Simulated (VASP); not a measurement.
# SrCl2 (Fm-3m) in VASP: a series of runs

SrCl2 is run at these levels: r2SCAN; tasks: single point, relaxation of cell and atoms.

Everything below comes from runs of VASP 6.6.1. Logs are shortened: lines on timing, memory, paths and dates and some standing lists are left out, and cuts for length are marked.

### Step 1. The cell of the first run

Symmetry: Fm-3m, No. 225, cubic system. The conventional cell has a = 7.137 Å, b = 7.137 Å, c = 7.137 Å, α = 90.00°, β = 90.00°, γ = 90.00°. Sr (site symmetry m-3m) has 8 Cl at 3.09 Å within 4.1 Å. Within 4.1 Å of Cl (site symmetry -43m) lie 4 Sr at 3.09 Å and 6 Cl at 3.57 Å.

### Step 2. Single point, r2SCAN

POSCAR reads:

```
SrCl2
1.0
    0.0000000000      3.5686908883      3.5686908883
    3.5686908883      0.0000000000      3.5686908883
    3.5686908883      3.5686908883      0.0000000000
Sr Cl
1 2
Direct
    0.0000000000      0.0000000000      0.0000000000
    0.2500000000      0.2500000000      0.2500000000
    0.7500000000      0.7500000000      0.7500000000
```

INCAR.step1 reads:

```
SYSTEM = SrCl2
ALGO = Normal
EDIFF = 1E-4
ENCUT = 520
GGA = PE
ISMEAR = 0
LASPH = .True.
LCHARG = .False.
LREAL = .False.
LWAVE = .True.
NBANDS = 19
NELM = 80
PREC = Accurate
SIGMA = 0.02
```

INCAR.step2 reads:

```
SYSTEM = SrCl2
ALGO = Normal
EDIFF = 1E-6
ENCUT = 520
ISIF = 2
ISMEAR = 0
ISTART = 1
LASPH = .True.
LCHARG = .False.
LMIXTAU = .True.
LREAL = .False.
LWAVE = .False.
METAGGA = R2SCAN
NBANDS = 19
NELM = 80
PREC = Accurate
SIGMA = 0.02
```

KPOINTS reads:

```
k-points
0
Gamma
  6 6 6
  0 0 0
```

Potentials or basis: VASP PAW PBE potentials, release 64 (Sr_sv, Cl).

The run is started by

```
cat potpaw_PBE.64/Sr_sv/POTCAR potpaw_PBE.64/Cl/POTCAR > POTCAR
cp INCAR.step1 INCAR
mpirun -np 1 vasp_std > vasp.out
cp INCAR.step2 INCAR
mpirun -np 1 vasp_std > vasp.out
```

OUTCAR:

```text
SYSTEM = SrCl2
   EDIFF = 1E-6
   ENCUT = 520
   ISIF = 2
   ISMEAR = 0
   ISTART = 1
   LASPH = .True.
   LREAL = .False.
   METAGGA = R2SCAN
   NELM = 80
   PREC = Accurate

 ion  position               nearest neighbor table
   1  0.000  0.000  0.000-   3 3.09   3 3.09   3 3.09   2 3.09   2 3.09   2 3.09   3 3.09   2 3.09

   2  0.250  0.250  0.250-   1 3.09   1 3.09   1 3.09   1 3.09
   3  0.750  0.750  0.750-   1 3.09   1 3.09   1 3.09   1 3.09

  LATTYP: Found a face centered cubic cell.
 ALAT       =     7.1373817766

  Lattice vectors:

 A1 = (   0.0000000000,   3.5686908883,   3.5686908883)
 A2 = (   3.5686908883,   0.0000000000,   3.5686908883)
 A3 = (   3.5686908883,   3.5686908883,   0.0000000000)

Analysis of symmetry for initial positions (statically):
=====================================================================
 Subroutine PRICEL returns:
 Original cell was already a primitive cell.

 Routine SETGRP: Setting up the symmetry group for a
 face centered cubic supercell.

 Subroutine GETGRP returns: Found 48 space group operations
 (whereof 48 operations were pure point group operations)
 out of a pool of 48 trial point group operations.

The static configuration has the point symmetry O_h .

Analysis of symmetry for dynamics (positions and initial velocities):
=====================================================================
 Subroutine PRICEL returns:
 Original cell was already a primitive cell.

 Routine SETGRP: Setting up the symmetry group for a
 face centered cubic supercell.

 Subroutine GETGRP returns: Found 48 space group operations
 (whereof 48 operations were pure point group operations)
 out of a pool of 48 trial point group operations.

The dynamic configuration has the point symmetry O_h .

 Subroutine INISYM returns: Found 48 space group operations
 (whereof 48 operations are pure point group operations),
 and found     1 'primitive' translations

----------------------------------------------------------------------------------------

                                     Primitive cell

  volume of cell :      90.8985

  direct lattice vectors                    reciprocal lattice vectors
     0.000000000  3.568690888  3.568690888    -0.140107400  0.140107400  0.140107400
     3.568690888  0.000000000  3.568690888     0.140107400 -0.140107400  0.140107400
     3.568690888  3.568690888  0.000000000     0.140107400  0.140107400 -0.140107400

  length of vectors
     5.046891054  5.046891054  5.046891054     0.242673134  0.242673134  0.242673134

  position of ions in fractional coordinates (direct lattice)
     0.000000000  0.000000000  0.000000000
     0.250000000  0.250000000  0.250000000
     0.750000000  0.750000000  0.750000000

  ion indices of the primitive-cell ions
   primitive index   ion index
                 1           1
                 2           2
                 3           3

----------------------------------------------------------------------------------------

 KPOINTS: k-points

Automatic generation of k-mesh.
 Grid dimensions read from file:
 generate k-points for:    6    6    6

 Generating k-lattice:

  Cartesian coordinates                     Fractional coordinates (reciprocal lattice)
    -0.023351233  0.023351233  0.023351233     0.166666667  0.000000000  0.000000000
     0.023351233 -0.023351233  0.023351233     0.000000000  0.166666667  0.000000000
     0.023351233  0.023351233 -0.023351233     0.000000000  0.000000000  0.166666667

  Length of vectors
     0.040445522  0.040445522  0.040445522

  Shift w.r.t. Gamma in fractional coordinates (k-lattice)
     0.000000000  0.000000000  0.000000000

 Subroutine IBZKPT returns following result:
 ===========================================

 Found     16 irreducible k-points:

 Following reciprocal coordinates:
            Coordinates               Weight
  0.000000  0.000000  0.000000      1.000000
  0.166667  0.000000  0.000000      8.000000
  0.333333  0.000000  0.000000      8.000000
  0.500000  0.000000  0.000000      4.000000
  0.166667  0.166667  0.000000      6.000000
  0.333333  0.166667  0.000000     24.000000
[... 8 lines left out ...]
 -0.333333  0.333333  0.166667     24.000000
 -0.333333  0.500000  0.166667     12.000000
   k-points           NKPTS =     16   k-points in BZ     NKDIM =     16   number of bands    NBANDS=     19
   number of dos      NEDOS =    301   number of ions     NIONS =      3
   total plane-waves  NPLWV =  64000
   dimension x,y,z NGX =    40 NGY =   40 NGZ =   40
   dimension x,y,z NGXF=    80 NGYF=   80 NGZF=   80
   ions per type =               1   2
   NGX,Y,Z   is equivalent  to a cutoff of  13.18, 13.18, 13.18 a.u.
   NGXF,Y,Z  is equivalent  to a cutoff of  26.35, 26.35, 26.35 a.u.
 SYSTEM =  SrCl2
   PREC   = accura    normal or accurate (medium, high low for compatibility)
   ISTART =      1    job   : 0-new  1-cont  2-samecut
   ICHARG =      0    charge: 1-file 2-atom 10-const
   ISPIN  =      1    spin polarized calculation?
   LNONCOLLINEAR =      F non collinear calculations
   LSORBIT =      F    spin-orbit coupling
   LASPH  =      T    aspherical Exc in radial PAW
   ENCUT  =  520.0 eV  38.22 Ry    6.18 a.u.   9.38  9.38  9.38*2*pi/ulx,y,z
   NELM   =     80;   NELMIN=  2; NELMDL=  0     # of ELM steps
   EDIFF  = 0.1E-05   stopping-criterion for ELM
   LREAL  =      F    real-space projection
   EDIFFG = 0.1E-04   stopping-criterion for IOM
   NSW    =      0    number of steps for IOM
   IBRION =     -1    ionic relax: 0-MD 1-quasi-New 2-CG
   NFREE  =      0    steps in history (QN), initial steepest desc. (CG)
   ISIF   =      2    stress and relaxation
   ISYM   =      2    0-nonsym 1-usesym 2-fastsym
   POTIM  = 0.5000    time-step for ionic-motion
   TEBEG  =    0.0;   TEEND  =   0.0 temperature during run
   PSTRESS=    0.0 pullay stress
   NELECT =      24.0000    total number of electrons
   NUPDOWN=      -1.0000    fix difference up-down
   EMIN   =  10.00;   EMAX   =-10.00  energy-range for DOS
   EFERMI =   0.00;   METHOD = LEGACY
   ISMEAR =     0;   SIGMA  =   0.02  broadening in eV -4-tet -1-fermi 0-gaus
   EFERMI_NEDOS =   21; number of points for ismear=-14 and -15
   IALGO  =     38    algorithm
   IMIX   =      4    mixing-type and parameters
     AMIX     =   0.40;   BMIX     =  1.00
     AMIX_MAG =   1.60;   BMIX_MAG =  1.00
  volume/ion in A,a.u.               =      30.30       204.47
  Fermi-wavevector in a.u.,A,eV,Ry     =   1.050251  1.984686 15.007587  1.103027
  Thomas-Fermi vector in A             =   2.185246
   LORBIT       =      0    0 simple, 1 ext, 2 COOP (PROOUT), +10 PAW based schemes
   METAGGA = R2SCAN    functional components
   LHFCALC =     F    Hartree Fock is set to
   AEXX    =    0.0000 exact exchange contribution
   IVDW    =     0    specifies the selected vdW correction
   LEPSILON=     F    determine dielectric tensor
   LRPA    =     F    only Hartree local field effects (RPA)
 non-spin polarized calculation
 Gauss-broadening in eV      SIGMA  =   0.02
  energy-cutoff  :      520.00
  volume of cell :       90.90
 maximum number of plane-waves:      2475
 NGX is ok and might be reduce to    40
   NGX = 19   NGY = 19   NGZ = 19

 number of electron      23.9999997 magnetization

 Free energy of the ion-electron system (eV)
  ---------------------------------------------------
  ext. energy  EPLUGINS =         0.00000000
  ---------------------------------------------------
  free energy    TOTEN  =       -35.66527340 eV

  energy without entropy =      -35.66527340  energy(sigma->0) =      -35.66527340

 E-fermi :  -0.4360     XC(G=0):  -8.4543

 val. band max:       -0.6512600938   @ k =   0.5000   0.5000   0.0000
 cond. band min:       5.0627240858   @ k =   0.0000   0.0000   0.0000
 fundamental gap:      5.7139841796
 Fermi energy:        -0.4360296306

 k-point     1 :       0.0000    0.0000    0.0000
  band No.  band energies     occupation
      1     -34.8372      2.00000
      2     -16.1795      2.00000
      3     -16.1795      2.00000
      4     -16.1795      2.00000
      5     -14.3328      2.00000
      6     -13.5913      2.00000
[... 11 lines left out ...]
     18       8.8533      0.00000
     19       9.0105      0.00000

 k-point     2 :       0.1667    0.0000    0.0000
  band No.  band energies     occupation
      1     -34.8367      2.00000
      2     -16.2377      2.00000
      3     -16.1819      2.00000
      4     -16.1819      2.00000
      5     -14.2191      2.00000
      6     -13.6408      2.00000
[... 11 lines left out ...]
     18       8.5389      0.00000
     19       9.4842      0.00000

 k-point     3 :       0.3333    0.0000    0.0000
  band No.  band energies     occupation
      1     -34.8356      2.00000
      2     -16.3368      2.00000
      3     -16.1867      2.00000
      4     -16.1867      2.00000
      5     -14.0315      2.00000
      6     -13.7118      2.00000
[... 11 lines left out ...]
     18       8.3718      0.00000
     19       8.7693      0.00000

 k-point     4 :       0.5000    0.0000    0.0000
  band No.  band energies     occupation
      1     -34.8351      2.00000
      2     -16.3797      2.00000
      3     -16.1891      2.00000
      4     -16.1891      2.00000
      5     -13.9806      2.00000
      6     -13.7079      2.00000
[... 11 lines left out ...]
     18       8.3794      0.00000
     19       8.5201      0.00000

 k-point     5 :       0.1667    0.1667    0.0000
  band No.  band energies     occupation
      1     -34.8365      2.00000
      2     -16.2519      2.00000
      3     -16.1852      2.00000
      4     -16.1852      2.00000
      5     -14.1785      2.00000
      6     -13.6592      2.00000
[... 11 lines left out ...]
     18       8.6141      0.00000
     19       8.6726      0.00000

 k-point     6 :       0.3333    0.1667    0.0000
  band No.  band energies     occupation
      1     -34.8356      2.00000
      2     -16.3235      2.00000
      3     -16.2005      2.00000
      4     -16.1904      2.00000
      5     -14.0051      2.00000
      6     -13.7315      2.00000
[... 11 lines left out ...]
     18       8.2799      0.00000
     19       9.1894      0.00000

 k-point     7 :       0.5000    0.1667    0.0000
  band No.  band energies     occupation
      1     -34.8349      2.00000
      2     -16.3618      2.00000
      3     -16.2270      2.00000
      4     -16.1924      2.00000
      5     -13.9199      2.00000
      6     -13.7388      2.00000
[... 11 lines left out ...]
     18       8.5478      0.00000
     19       8.8569      0.00000

 k-point     8 :      -0.3333    0.1667    0.0000
  band No.  band energies     occupation
      1     -34.8351      2.00000
      2     -16.3443      2.00000
      3     -16.2319      2.00000
      4     -16.1891      2.00000
      5     -13.9344      2.00000
      6     -13.7436      2.00000
[... 80 lines left out ...]
 k-point    12 :      -0.3333    0.3333    0.0000
  band No.  band energies     occupation
      1     -34.8346      2.00000
      2     -16.3298      2.00000
      3     -16.2947      2.00000
      4     -16.1952      2.00000
      5     -13.8382      2.00000
      6     -13.7709      2.00000
[... 11 lines left out ...]
     18       8.8618      0.00000
     19       9.7190      0.00000

 k-point    13 :       0.5000    0.5000    0.0000
  band No.  band energies     occupation
      1     -34.8344      2.00000
      2     -16.4252      2.00000
      3     -16.2022      2.00000
      4     -16.2022      2.00000
      5     -13.8515      2.00000
      6     -13.7402      2.00000
[... 11 lines left out ...]
     18       8.4375      0.00000
     19       9.5845      0.00000

 k-point    14 :       0.5000    0.3333    0.1667
  band No.  band energies     occupation
      1     -34.8349      2.00000
      2     -16.3485      2.00000
      3     -16.2419      2.00000
      4     -16.1945      2.00000
      5     -13.8697      2.00000
      6     -13.7827      2.00000
[... 11 lines left out ...]
     18       8.4483      0.00000
     19       9.4983      0.00000

 k-point    15 :      -0.3333    0.3333    0.1667
  band No.  band energies     occupation
      1     -34.8346      2.00000
      2     -16.3348      2.00000
      3     -16.2872      2.00000
      4     -16.1977      2.00000
      5     -13.8379      2.00000
      6     -13.7711      2.00000
[... 11 lines left out ...]
     18       8.9319      0.00000
     19       9.4904      0.00000

 k-point    16 :      -0.3333    0.5000    0.1667
  band No.  band energies     occupation
      1     -34.8344      2.00000
      2     -16.3723      2.00000
      3     -16.2610      2.00000
      4     -16.2024      2.00000
      5     -13.8210      2.00000
      6     -13.7656      2.00000
[... 11 lines left out ...]
     18       9.2880      0.00000
     19       9.7359      0.00000

------------------------ aborting loop because EDIFF is reached ----------------------------------------

  FORCE on cell =-STRESS in cart. coord.  units (eV):
  Direction    XX          YY          ZZ          XY          YZ          ZX
  --------------------------------------------------------------------------------------
  -------------------------------------------------------------------------------------
  Total       -1.1122649     -1.1122649     -1.1122649      0.0000000      0.0000000      0.0000000
  in kB      -19.6047815    -19.6047815    -19.6047815      0.0000000      0.0000000      0.0000000
  external PRESSURE =     -19.6047815 kB  Pullay stress =       0.0000000 kB

 VOLUME and BASIS-vectors are now :
 -----------------------------------------------------------------------------
  energy-cutoff  :      520.00
  volume of cell :       90.90
      direct lattice vectors                 reciprocal lattice vectors
     0.000000000  3.568690888  3.568690888    -0.140107400  0.140107400  0.140107400
     3.568690888  0.000000000  3.568690888     0.140107400 -0.140107400  0.140107400
     3.568690888  3.568690888  0.000000000     0.140107400  0.140107400 -0.140107400

 POSITION                                       TOTAL-FORCE (eV/Angst)
 -----------------------------------------------------------------------------------
      0.00000      0.00000      0.00000         0.000000      0.000000     -0.000000
      1.78435      1.78435      1.78435        -0.000000     -0.000000     -0.000000
      5.35304      5.35304      5.35304         0.000000      0.000000      0.000000
 -----------------------------------------------------------------------------------
    total drift:                               -0.000000     -0.000000      0.000000

  FREE ENERGIE OF THE ION-ELECTRON SYSTEM (eV)
  ---------------------------------------------------
  free  energy   TOTEN  =       -35.6652733988 eV

  energy  without entropy=      -35.6652733988  energy(sigma->0) =      -35.66527340
```

Wall time 68 s (1 thread of Intel Xeon 6975P-C (Granite Rapids), shared host); peak memory 0.25 GiB.

Results:

```yaml
Free_energy: -35.6653 eV
Pressure: -2.0 GPa
Band_gap_on_the_k_mesh: 5.71 eV (least direct gap 6.02 eV)
```

Caveat: the PAW data sets were made with another functional, which shifts forces and pressure a little. A k mesh can miss the band edges.

### Step 3. Single point, r2SCAN

POSCAR is that of step 2.

INCAR.step1 reads:

```
ALGO = Normal
EDIFF = 1E-4
ENCUT = 520
GGA = PE
ISMEAR = 0
LASPH = True
LCHARG = False
LREAL = False
LWAVE = True
NBANDS = 19
NELM = 100
PREC = Accurate
SIGMA = 0.02
```

INCAR.step2 reads:

```
ALGO = Normal
EDIFF = 1E-6
ENCUT = 520
ISIF = 2
ISMEAR = 0
ISTART = 1
LASPH = True
LCHARG = True
LELF = True
LMIXTAU = True
LREAL = False
LVHAR = True
LWAVE = False
METAGGA = R2SCAN
NBANDS = 19
NELM = 100
PREC = Accurate
SIGMA = 0.02
```

KPOINTS reads:

```
k-points
0
Gamma
  6 6 6
```

Potentials or basis: VASP PAW PBE potentials, release 64 (Sr_sv, Cl).

The run is started by

```
cat potpaw_PBE.64/Sr_sv/POTCAR potpaw_PBE.64/Cl/POTCAR > POTCAR
cp INCAR.step1 INCAR
mpirun -np 1 vasp_std > vasp.out
cp INCAR.step2 INCAR
mpirun -np 1 vasp_std > vasp.out
```

Wall time 68 s (1 thread of Intel Xeon 6975P-C (Granite Rapids), shared host); peak memory 0.26 GiB.

It converged, with:

| Item | Value |
| --- | --- |
| Free energy | -35.6653 eV |
| Pressure | -2.0 GPa |
| Band gap on the k mesh | 5.71 eV (least direct gap 6.02 eV) |

Levels at points of the mesh, in eV from the valence-band top:
```csv
k point,band 8,band 9,band 10,band 11,band 12,band 13,band 14,band 15,band 16,band 17
"(0.00, 0.00, 0.00)",-1.92,-1.92,-0.32,-0.32,-0.32,5.71,6.70,6.70,9.50,9.50
"(0.50, 0.00, 0.00)",-1.40,-1.36,-1.22,-0.98,-0.98,7.22,7.22,8.01,8.13,9.03
"(0.50, 0.50, 0.00)",-1.76,-1.76,-0.35,-0.35,0.00,6.02,7.60,8.04,8.50,8.50
```

Caveat: the PAW data sets were made with another functional, which shifts forces and pressure a little. A k mesh can miss the band edges.

(Part 1 of 2 ends here.)
